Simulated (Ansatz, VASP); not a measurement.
## Two plane-wave programs on Ge

```
Ge
1.0
     4.46572    0.00000    0.00000
    -2.23286    3.86743    0.00000
     0.00000    0.00000    3.80668
Ge
3
Direct
  0.33333 0.66667 0.50000
  0.00000 0.00000 0.00000
  0.66667 0.33333 0.50000
```

Alike in both runs: task single point; functional PBE; k mesh 6 × 6 × 6; occupations gaussian, width 0.1 eV; no spin polarisation.

|  | VASP | Ansatz |
| --- | --- | --- |
| version | VASP 6.6.1 | Ansatz 0.2.0 |
| potentials or method | VASP PAW PBE potentials, release 64 (Ge_d), cutoff 500 eV | scalar-relativistic, plane waves, PAW |
| valence electrons in the cell | 42 | 42 |

Ansatz gave:

```
gap on the k mesh at the Fermi level (eV)                     : none
pressure (GPa)                                                : -1.5
traceless stress, the component that is largest in VASP (GPa) : -2.96
```

Q: Estimate VASP's values.

A: gap on the k mesh at the Fermi level (eV): none; pressure (GPa): -1.4; traceless stress, the component that is largest in VASP (GPa): -2.98.

A gap of «none» marks a metal or a gap that the smearing closes.
